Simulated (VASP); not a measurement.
Input of a VASP 6.6.1 run:

INCAR

```
SYSTEM = Be
ALGO = Normal ; EDIFF = 1E-6
ENCUT = 520 ; GGA = CA
ISIF = 2 ; ISMEAR = -1
LASPH = .TRUE. ; LCHARG = .FALSE.
LREAL = .FALSE. ; LWAVE = .FALSE.
NBANDS = 9 ; NELM = 60
PREC = Accurate ; SIGMA = 0.05
```

KPOINTS

```
k-points
0
G
  18 18 18
  0 0 0
```

The input POSCAR:

```
Be
1.0
    0.0000000000      1.8210451740      1.8210451740
    1.8210451740      0.0000000000      1.8210451740
    1.8210451740      1.8210451740      0.0000000000
Be
2
Direct
   -0.1250000000     -0.1250000000     -0.1250000000
    0.1250000000      0.1250000000      0.1250000000
```

Potentials or basis: VASP PAW LDA potentials, release 64 (Be).

Run with:

```console
$ cat potpaw_LDA.64/Be/POTCAR > POTCAR
$ mpirun -np 1 vasp_std > vasp.out
```

(1) Predict the pressure.

(2) Estimate the band gap on the k mesh.

Answers

(1) 161.6 GPa.

(2) zero (band 2 reaches 16.93 eV, above the bottom of band 3 at 7.05 eV).
